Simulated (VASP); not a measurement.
Hf: single point with PBEsol

The system is Hf.

```xyz
3
Lattice="4.9197 0.0000 0.0000 -2.4599 4.2606 0.0000 0.0000 0.0000 3.0614" Properties=species:S:1:pos:R:3 pbc="T T T"
Hf    0.0000    0.0000    0.0000
Hf    0.0000    2.8404    1.5307
Hf    2.4599    1.4202    1.5307
```

This isn't the form of Hf at room conditions, which is hcp.

```yaml
Program: VASP 6.6.1
Task: single point
Functional: PBEsol
Potentials_or_basis: VASP PAW PBE potentials, release 64 (Hf_pv)
Cutoff: 520 eV
k_mesh: 8 × 8 × 12
Occupations: fermi-dirac, width 0.1 eV
Spin: no spin polarisation
```

```json
{
 "Pressure": "-0.3 GPa",
 "Band gap on the k mesh": "zero (bands 15 and 16 overlap by 0.97 eV)"
}
```

Stress tensor (GPa, compression positive):
```
-0.38  0.00  0.00
 0.00 -0.38  0.00
 0.00  0.00 -0.12
```

Levels at points of the mesh, in eV from the Fermi level:
```
           k point  band 11  band 12  band 13  band 14  band 15  band 16  band 17  band 18  band 19  band 20
(0.00, 0.00, 0.00)    -2.60    -0.62    -0.61    -0.61    -0.57    -0.57     1.13     2.19     2.19     2.94
(0.50, 0.00, 0.00)    -4.51    -3.63    -0.49    -0.44    -0.37     0.18     0.89     1.23     1.60     3.07
(0.00, 0.00, 0.50)    -2.63    -2.63    -2.16    -1.95    -1.95     1.42     1.42     2.09     2.09     5.40
(0.50, 0.00, 0.50)    -3.01    -2.08    -1.46    -0.79    -0.68     0.58     0.63     1.14     1.74     3.52
```

It took 110 s on 1 thread of Intel Xeon 8259CL, on a shared host, peak memory 0.23 GiB.

Caveat: the PAW data sets were made with another functional, which shifts forces and pressure a little; spin-orbit coupling is left out, which moves the levels of the heavy elements.
